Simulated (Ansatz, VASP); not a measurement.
Be3CdS2 in VASP and in Ansatz

```xyz
6
Lattice="2.6646 -5.3494 0.0000 2.6646 5.3494 0.0000 0.0000 0.0000 3.2790" Properties=species:S:1:pos:R:3 pbc="T T T"
Be    2.6646    3.4457    1.6395
Be    2.6646   -3.4457    1.6395
Be    2.6646    0.0000    0.0000
Cd    0.0000    0.0000    0.0000
S     2.6646   -1.4474    1.6395
S     2.6646    1.4474    1.6395
```

Change from the starting cell: species swapped into the Li2CeO3 type (Cmmm, No. 65).

Alike in both runs: functional PBE; k mesh 4 × 4 × 6; occupations gaussian, width 0.1 eV; no spin polarisation.

Ansatz relaxed the structure, and its values are those at the end. VASP's run is a single point on that final structure, the one shown.

|  | VASP | Ansatz |
| --- | --- | --- |
| version | VASP 6.6.1 | Ansatz 0.2.0 |
| potentials or method | VASP PAW PBE potentials, release 64 (Be, Cd, S), cutoff 600 eV | scalar-relativistic, plane waves, PAW |
| valence electrons in the cell | 30 | 38 |

```tsv
	VASP	Ansatz	Ansatz less VASP
gap on the k mesh at the Fermi level (eV)	none	none	-
pressure (GPa)	0.2	0.1	-0.07
rms of the force components (eV/Å)	0.005	0.003	-0.0015
```

A gap of «none» marks a metal or a gap that the smearing closes. VASP's potentials hold 30 valence electrons a cell and Ansatz's 38, so a difference there can come from the potentials and not from the codes.
